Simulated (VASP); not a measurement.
A run of VASP 6.6.1:

Contents of POSCAR:

```
W
1.0
   -1.5844263418      1.5844263418      1.5844263418
    1.5844263418     -1.5844263418      1.5844263418
    1.5844263418      1.5844263418     -1.5844263418
W
1
Direct
    0.0000000000      0.0000000000      0.0000000000
```

File INCAR.step1:

```
SYSTEM = W
ALGO = Normal ; EDIFF = 1E-4
ENCUT = 520 ; GGA = PE
ISMEAR = 0 ; LASPH = .True.
LCHARG = .False. ; LREAL = .False.
LWAVE = .True. ; NBANDS = 13
NELM = 100 ; PREC = Accurate
SIGMA = 0.1
```

INCAR.step2

```
SYSTEM = W
ALGO = Normal ; EDIFF = 1E-6
ENCUT = 520 ; ISIF = 2
ISMEAR = 0 ; ISTART = 1
LASPH = .True. ; LCHARG = .False.
LMIXTAU = .True. ; LREAL = .False.
LWAVE = .False. ; METAGGA = R2SCAN
NBANDS = 13 ; NELM = 100
PREC = Accurate ; SIGMA = 0.1
```

Contents of KPOINTS:

```
k-points
0
Gamma
  24 24 24
  0 0 0
```

Potentials or basis: VASP PAW PBE potentials, release 64 (W_sv).

Command:

```sh
$ cat potpaw_PBE.64/W_sv/POTCAR > POTCAR
$ cp INCAR.step1 INCAR
$ mpirun -np 1 vasp_std > vasp.out
$ cp INCAR.step2 INCAR
$ mpirun -np 1 vasp_std > vasp.out
```

Hardware: 1 thread of Intel(R) Xeon(R) Platinum 8488C (Sapphire Rapids) (shared host).

Task: How long does it take, and how much memory?

Result: Wall time 2.1 min on 1 thread of Intel(R) Xeon(R) Platinum 8488C (Sapphire Rapids), with other jobs on the host, peak memory 0.19 GiB. Counts: k points 413.
